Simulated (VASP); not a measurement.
# PbSe (Immm) in VASP: a series of runs

PbSe is run at these levels: PBE+D3(BJ); tasks: single point.

Program: VASP 6.6.1. These are calculated values, not measurements. Logs are shortened: lines on timing, memory, paths and dates and some standing lists are left out, and cuts for length are marked.

## Step 1: The cell of the first run

Symmetry: Immm, No. 71, orthorhombic system. Conventional cell: a = 3.503 Å, b = 4.457 Å, c = 6.134 Å, α = 90.00°, β = 90.00°, γ = 90.00°. Within 3.7 Å of Pb (site symmetry mmm) lie 6 Se at 2.83 to 3.07 Å and 2 Pb at 3.50 Å. Se (site symmetry mmm) has 6 Pb at 2.83 to 3.07 Å and 2 Se at 3.50 Å within 3.7 Å.

## Step 2: Single point, PBE+D3(BJ)

INCAR reads:

```
PREC     = Accurate       # precision mode
ENCUT    = 520            # plane-wave cutoff, eV
EDIFF    = 1E-7           # SCF threshold, eV
ISMEAR   = 0              # smearing method
SIGMA    = 0.03           # smearing width, eV
LREAL    = F              # projectors in reciprocal space
LASPH    = T              # aspherical terms in the spheres
NELM     = 100            # most SCF steps
ALGO     = Normal         # electronic algorithm
ISIF     = 2              # what is computed and relaxed
LWAVE    = F              # write WAVECAR
LCHARG   = F              # write CHGCAR
GGA      = PE             # functional
IVDW     = 12             # dispersion correction
NBANDS   = 17             # bands
```

KPOINTS reads:

```
regular mesh
0
Gamma
  10 10 10
```

POSCAR reads:

```
PbSe
1.0
   -0.3373796071      2.8140526321      3.0670873374
    2.8140526321     -0.3373796071      3.0670873374
    2.4766730250      2.4766730250      0.0000000000
Pb Se
1 1
Direct
    0.0000000000      0.0000000000      0.0000000000
    0.5000000000      0.5000000000      0.5000000000
```

Potentials or basis: VASP PAW PBE potentials, release 64 (Pb_d, Se).

Launch:

```console
$ cat potpaw_PBE.64/Pb_d/POTCAR potpaw_PBE.64/Se/POTCAR > POTCAR
$ mpirun -np 1 vasp_std > vasp.out
```

OUTCAR:

```text
PREC = Accurate
   ENCUT = 520
   EDIFF = 1E-7
   ISMEAR = 0
   LREAL = F
   LASPH = T
   NELM = 100
   ISIF = 2
   GGA = PE
   IVDW = 12
 IVDW          = 12

 ion  position               nearest neighbor table
   1  0.000  0.000  0.000-   2 2.83   2 2.83   2 2.83   2 2.83   2 3.07   2 3.07
   2  0.500  0.500  0.500-   1 2.83   1 2.83   1 2.83   1 2.83   1 3.07   1 3.07

  LATTYP: Found a body centered orthorhombic cell.
 ALAT       =     3.5025445815
 B/A-ratio  =     1.2724458204
 C/A-ratio  =     1.7513480648

  Lattice vectors:

 A1 = (   0.3373796071,  -2.8140526321,  -3.0670873374)
 A2 = (  -0.3373796071,   2.8140526321,  -3.0670873374)
 A3 = (   2.8140526321,  -0.3373796071,   3.0670873374)

Analysis of symmetry for initial positions (statically):
=====================================================================
 Subroutine PRICEL returns:
 Original cell was already a primitive cell.

 Routine SETGRP: Setting up the symmetry group for a
 body centered orthorhombic supercell.

 Subroutine GETGRP returns: Found  8 space group operations
 (whereof  8 operations were pure point group operations)
 out of a pool of  8 trial point group operations.

The static configuration has the point symmetry D_2h.

Analysis of symmetry for dynamics (positions and initial velocities):
=====================================================================
 Subroutine PRICEL returns:
 Original cell was already a primitive cell.

 Routine SETGRP: Setting up the symmetry group for a
 body centered orthorhombic supercell.

 Subroutine GETGRP returns: Found  8 space group operations
 (whereof  8 operations were pure point group operations)
 out of a pool of  8 trial point group operations.

The dynamic configuration has the point symmetry D_2h.

 Subroutine INISYM returns: Found  8 space group operations
 (whereof  8 operations are pure point group operations),
 and found     1 'primitive' translations

----------------------------------------------------------------------------------------

                                     Primitive cell

  volume of cell :      47.8776

  direct lattice vectors                    reciprocal lattice vectors
    -0.337379607  2.814052632  3.067087337    -0.158658020  0.158658020  0.163021116
     2.814052632 -0.337379607  3.067087337     0.158658020 -0.158658020  0.163021116
     2.476673025  2.476673025  0.000000000     0.201883735  0.201883735 -0.163021116

  length of vectors
     4.176091708  4.176091708  3.502544582     0.277345667  0.277345667  0.328770389

  position of ions in fractional coordinates (direct lattice)
     0.000000000  0.000000000  0.000000000
     0.500000000  0.500000000  0.500000000

  ion indices of the primitive-cell ions
   primitive index   ion index
                 1           1
                 2           2

----------------------------------------------------------------------------------------

 KPOINTS: regular mesh

Automatic generation of k-mesh.
 Grid dimensions read from file:
 generate k-points for:   10   10   10

 Generating k-lattice:

  Cartesian coordinates                     Fractional coordinates (reciprocal lattice)
    -0.015865802  0.015865802  0.016302112     0.100000000  0.000000000  0.000000000
     0.015865802 -0.015865802  0.016302112     0.000000000  0.100000000  0.000000000
     0.020188373  0.020188373 -0.016302112     0.000000000  0.000000000  0.100000000

  Length of vectors
     0.027734567  0.027734567  0.032877039

  Shift w.r.t. Gamma in fractional coordinates (k-lattice)
     0.000000000  0.000000000  0.000000000

 Subroutine IBZKPT returns following result:
 ===========================================

 Found    171 irreducible k-points:

 Following reciprocal coordinates:
            Coordinates               Weight
  0.000000  0.000000  0.000000      1.000000
  0.100000 -0.000000  0.000000      4.000000
  0.200000 -0.000000  0.000000      4.000000
  0.300000  0.000000  0.000000      4.000000
  0.400000 -0.000000  0.000000      4.000000
  0.500000 -0.000000  0.000000      2.000000
[... 16 lines left out ...]
  0.300000  0.300000  0.000000      2.000000
  0.400000  0.300000  0.000000      4.000000
 [... further k-points ...]
   k-points           NKPTS =    171   k-points in BZ     NKDIM =    171   number of bands    NBANDS=     17
   number of dos      NEDOS =    301   number of ions     NIONS =      2
   total plane-waves  NPLWV =  28672
   dimension x,y,z NGX =    32 NGY =   32 NGZ =   28
   dimension x,y,z NGXF=    64 NGYF=   64 NGZF=   56
   ions per type =               1   1
   NGX,Y,Z   is equivalent  to a cutoff of  12.74, 12.74, 13.29 a.u.
   NGXF,Y,Z  is equivalent  to a cutoff of  25.48, 25.48, 26.58 a.u.
 SYSTEM =  unknown system
   PREC   = accura    normal or accurate (medium, high low for compatibility)
   ISTART =      0    job   : 0-new  1-cont  2-samecut
   ICHARG =      2    charge: 1-file 2-atom 10-const
   ISPIN  =      1    spin polarized calculation?
   LNONCOLLINEAR =      F non collinear calculations
   LSORBIT =      F    spin-orbit coupling
   LASPH  =      T    aspherical Exc in radial PAW
   ENCUT  =  520.0 eV  38.22 Ry    6.18 a.u.   7.76  7.76  6.51*2*pi/ulx,y,z
   NELM   =    100;   NELMIN=  2; NELMDL= -5     # of ELM steps
   EDIFF  = 0.1E-06   stopping-criterion for ELM
   LREAL  =      F    real-space projection
   EDIFFG = 0.1E-05   stopping-criterion for IOM
   NSW    =      0    number of steps for IOM
   IBRION =     -1    ionic relax: 0-MD 1-quasi-New 2-CG
   NFREE  =      0    steps in history (QN), initial steepest desc. (CG)
   ISIF   =      2    stress and relaxation
   ISYM   =      2    0-nonsym 1-usesym 2-fastsym
   POTIM  = 0.5000    time-step for ionic-motion
   TEBEG  =    0.0;   TEEND  =   0.0 temperature during run
   PSTRESS=    0.0 pullay stress
   NELECT =      20.0000    total number of electrons
   NUPDOWN=      -1.0000    fix difference up-down
   EMIN   =  10.00;   EMAX   =-10.00  energy-range for DOS
   EFERMI =   0.00;   METHOD = LEGACY
   ISMEAR =     0;   SIGMA  =   0.03  broadening in eV -4-tet -1-fermi 0-gaus
   EFERMI_NEDOS =   21; number of points for ismear=-14 and -15
   IALGO  =     38    algorithm
   IMIX   =      4    mixing-type and parameters
     AMIX     =   0.40;   BMIX     =  1.00
     AMIX_MAG =   1.60;   BMIX_MAG =  1.00
  volume/ion in A,a.u.               =      23.94       161.55
  Fermi-wavevector in a.u.,A,eV,Ry     =   1.223791  2.312630 20.376959  1.497664
  Thomas-Fermi vector in A             =   2.358889
   LORBIT       =      0    0 simple, 1 ext, 2 COOP (PROOUT), +10 PAW based schemes
   GGA     = PE    functional components
   LHFCALC =     F    Hartree Fock is set to
   AEXX    =    0.0000 exact exchange contribution
   IVDW    =    12    specifies the selected vdW correction
   LEPSILON=     F    determine dielectric tensor
   LRPA    =     F    only Hartree local field effects (RPA)
 non-spin polarized calculation
 Gauss-broadening in eV      SIGMA  =   0.03
  energy-cutoff  :      520.00
  volume of cell :       47.88
 maximum number of plane-waves:      1314
   NGX = 15   NGY = 15   NGZ = 13

 number of electron      20.0000000 magnetization

 Free energy of the ion-electron system (eV)
  ---------------------------------------------------
  ext. energy  EPLUGINS =         0.00000000
  ---------------------------------------------------
  free energy    TOTEN  =        -7.37283929 eV

  energy without entropy =       -7.37233998  energy(sigma->0) =       -7.37258964

 E-fermi :   7.3045     XC(G=0): -10.4162

 val. band max:        7.2950731261   @ k =  -0.4000   0.2000   0.1000
 cond. band min:       7.3344822531   @ k =  -0.4000   0.5000   0.4000
 fundamental gap:      0.0394091270
 Fermi energy:         7.3045169024

 k-point     1 :       0.0000    0.0000    0.0000
  band No.  band energies     occupation
      1      -9.9991      2.00000
      2      -9.8783      2.00000
      3      -9.8659      2.00000
      4      -9.8275      2.00000
      5      -9.8263      2.00000
      6      -7.7471      2.00000
[... 9 lines left out ...]
     16      14.8699      0.00000
     17      16.0848      0.00000

 k-point     2 :       0.1000   -0.0000    0.0000
  band No.  band energies     occupation
      1     -10.0009      2.00000
      2      -9.8746      2.00000
      3      -9.8629      2.00000
      4      -9.8299      2.00000
      5      -9.8235      2.00000
      6      -7.6631      2.00000
[... 9 lines left out ...]
     16      15.3270      0.00000
     17      16.2962      0.00000

 k-point     3 :       0.2000   -0.0000    0.0000
  band No.  band energies     occupation
      1     -10.0059      2.00000
      2      -9.8686      2.00000
      3      -9.8519      2.00000
      4      -9.8366      2.00000
      5      -9.8156      2.00000
      6      -7.4184      2.00000
[... 9 lines left out ...]
     16      16.7958      0.00000
     17      16.8074      0.00000

 k-point     4 :       0.3000    0.0000    0.0000
  band No.  band energies     occupation
      1     -10.0124      2.00000
      2      -9.8651      2.00000
      3      -9.8450      2.00000
      4      -9.8358      2.00000
      5      -9.8058      2.00000
      6      -7.0458      2.00000
[... 9 lines left out ...]
     16      17.5368      0.00000
     17      18.6078      0.00000

 k-point     5 :       0.4000   -0.0000    0.0000
  band No.  band energies     occupation
      1     -10.0179      2.00000
      2      -9.8638      2.00000
      3      -9.8517      2.00000
      4      -9.8223      2.00000
      5      -9.7978      2.00000
      6      -6.6456      2.00000
[... 9 lines left out ...]
     16      18.0844      0.00000
     17      18.4272      0.00000

 k-point     6 :       0.5000   -0.0000    0.0000
  band No.  band energies     occupation
      1     -10.0201      2.00000
      2      -9.8635      2.00000
      3      -9.8543      2.00000
      4      -9.8171      2.00000
      5      -9.7948      2.00000
      6      -6.4499      2.00000
[... 9 lines left out ...]
     16      18.6019      0.00000
     17      18.9987      0.00000

 k-point     7 :       0.1000    0.1000    0.0000
  band No.  band energies     occupation
      1     -10.0045      2.00000
      2      -9.8939      2.00000
      3      -9.8577      2.00000
      4      -9.8255      2.00000
      5      -9.8223      2.00000
      6      -7.6230      2.00000
[... 9 lines left out ...]
     16      16.1428      0.00000
     17      16.7411      0.00000

 k-point     8 :       0.2000    0.1000    0.0000
  band No.  band energies     occupation
      1     -10.0126      2.00000
      2      -9.9021      2.00000
      3      -9.8478      2.00000
      4      -9.8283      2.00000
      5      -9.8144      2.00000
      6      -7.4222      2.00000
[... 9 lines left out ...]
     16      17.3065      0.00000
     17      17.3577      0.00000
[... 203 lines left out ...]
      1     -10.0564      2.00000
      2      -9.9101      2.00000
      3      -9.8370      2.00000
      4      -9.8147      2.00000
      5      -9.7918      2.00000
      6      -6.2927      2.00000
[... 9 lines left out ...]
     16      19.2611      0.00000
     17      19.3625      0.00000

 k-point    20 :      -0.4000    0.2000    0.0000
  band No.  band energies     occupation
      1     -10.0443      2.00000
      2      -9.8839      2.00000
      3      -9.8430      2.00000
      4      -9.8217      2.00000
      5      -9.7954      2.00000
      6      -6.2354      2.00000
[... 9 lines left out ...]
     16      18.3913      0.00000
     17      18.7904      0.00000

 k-point    21 :      -0.3000    0.2000    0.0000
  band No.  band energies     occupation
      1     -10.0290      2.00000
      2      -9.8566      2.00000
      3      -9.8459      2.00000
      4      -9.8337      2.00000
      5      -9.8030      2.00000
      6      -6.5096      2.00000
[... 9 lines left out ...]
     16      17.4975      0.00000
     17      17.6353      0.00000

 k-point    22 :      -0.2000    0.2000    0.0000
  band No.  band energies     occupation
      1     -10.0158      2.00000
      2      -9.8483      2.00000
      3      -9.8453      2.00000
      4      -9.8364      2.00000
      5      -9.8108      2.00000
      6      -6.9091      2.00000
[... 9 lines left out ...]
     16      16.0096      0.00000
     17      16.9077      0.00000

 k-point    23 :       0.3000    0.3000    0.0000
  band No.  band energies     occupation
      1     -10.0860      2.00000
      2      -9.9549      2.00000
      3      -9.8141      2.00000
      4      -9.8076      2.00000
      5      -9.7984      2.00000
      6      -6.7315      2.00000
[... 9 lines left out ...]
     16      18.9339      0.00000
     17      19.3969      0.00000

 k-point    24 :       0.4000    0.3000    0.0000
  band No.  band energies     occupation
      1     -10.1081      2.00000
      2      -9.9564      2.00000
      3      -9.8155      2.00000
      4      -9.7975      2.00000
      5      -9.7914      2.00000
      6      -6.4241      2.00000
[... 9 lines left out ...]
     16      19.5640      0.00000
     17      19.9690      0.00000

 [... further k-points ...]

------------------------ aborting loop because EDIFF is reached ----------------------------------------

 Edisp (eV)   -0.88609

 E8    (eV) :    -0.4127

  FORCE on cell =-STRESS in cart. coord.  units (eV):
  Direction    XX          YY          ZZ          XY          YZ          ZX
  --------------------------------------------------------------------------------------
  -------------------------------------------------------------------------------------
  Total       5.96380     5.96380     0.28115     0.69998     0.00000     0.00000
  in kB     199.57242   199.57242     9.40841    23.42413     0.00000     0.00000
  external pressure =      136.18 kB  Pullay stress =        0.00 kB

 VOLUME and BASIS-vectors are now :
 -----------------------------------------------------------------------------
  energy-cutoff  :      520.00
  volume of cell :       47.88
      direct lattice vectors                 reciprocal lattice vectors
    -0.337379607  2.814052632  3.067087337    -0.158658020  0.158658020  0.163021116
     2.814052632 -0.337379607  3.067087337     0.158658020 -0.158658020  0.163021116
     2.476673025  2.476673025  0.000000000     0.201883735  0.201883735 -0.163021116

 POSITION                                       TOTAL-FORCE (eV/Angst)
 -----------------------------------------------------------------------------------
      0.00000      0.00000      0.00000        -0.000000     -0.000000      0.000000
      2.47667      2.47667      3.06709         0.000000      0.000000      0.000000
 -----------------------------------------------------------------------------------
    total drift:                                0.000000     -0.000000     -0.000000

  FREE ENERGIE OF THE ION-ELECTRON SYSTEM (eV)
  ---------------------------------------------------
  free  energy   TOTEN  =        -8.2589255483 eV

  energy  without entropy=       -8.2584262420  energy(sigma->0) =       -8.25867590
```

Wall time 2.5 min (1 thread of Intel Xeon 8259CL, shared host); peak memory 0.29 GiB.

Results:

- Free energy: -8.2589 eV
- Pressure: 13.6 GPa
- Band gap on the k mesh: zero (bands 10 and 11 overlap by 1.20 eV)
- Dispersion energy per atom: -0.443 eV

Levels at points of the mesh, in eV from the Fermi level:
```
           k point  band 8  band 9  band 10  band 11  band 12  band 13
(0.00, 0.00, 0.00)   -3.95   -2.27    -1.19     3.44     4.87     6.55
(0.50, 0.00, 0.00)   -2.34   -0.71    -0.34     1.15     2.52     3.62
(0.50, 0.50, 0.00)   -6.31   -5.36    -2.22     4.26     5.99     7.27
(0.00, 0.00, 0.50)   -2.27   -2.21    -1.01    -0.43     0.79     1.09
(0.50, 0.00, 0.50)   -6.40   -4.78    -3.67     3.05     4.83     5.31
```

Caveat: the cell stands under pressure; spin-orbit coupling is left out, which moves the levels of the heavy elements.

(Part 1 of 2 ends here.)
